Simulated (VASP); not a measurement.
The system is Pt.

```xyz
1
Lattice="0.0000 1.9609 1.9609 1.9609 0.0000 1.9609 1.9609 1.9609 0.0000" Properties=species:S:1:pos:R:3 pbc="T T T"
Pt    0.0000    0.0000    0.0000
```

```yaml
Program: VASP 6.6.1
Task: relaxation of volume and atoms at fixed shape
Functional: LDA
Potentials_or_basis: VASP PAW LDA potentials, release 64 (Pt)
Cutoff: 600 eV
k_mesh: 19 × 19 × 19
Occupations: gaussian, width 0.1 eV
Spin: no spin polarisation
```

At the start: pressure -5.5 GPa; volume 15.08 Å³/atom.

Question: Where does the relaxation end?

Answer: Over 3 steps the energy falls by 4.9 meV/atom and the volume is 14.81 Å³/atom (-1.8 %); space group Fm-3m (No. 225, to 0.1 Å) before and after.

The path:
```
step  energy change (eV)  largest force (eV/Å)  pressure (GPa)  volume (Å³)
   1              0.0000                0.0000           -5.49        15.08
   2              0.0441                0.0000           20.38        13.98
   3             -0.0049                0.0000           -0.13        14.81
```

Final structure:
```
CELL_PARAMETERS angstrom
0.00000 1.94892 1.94892
1.94892 0.00000 1.94892
1.94892 1.94892 0.00000
ATOMIC_POSITIONS crystal
Pt 0.00000 0.00000 0.00000
```
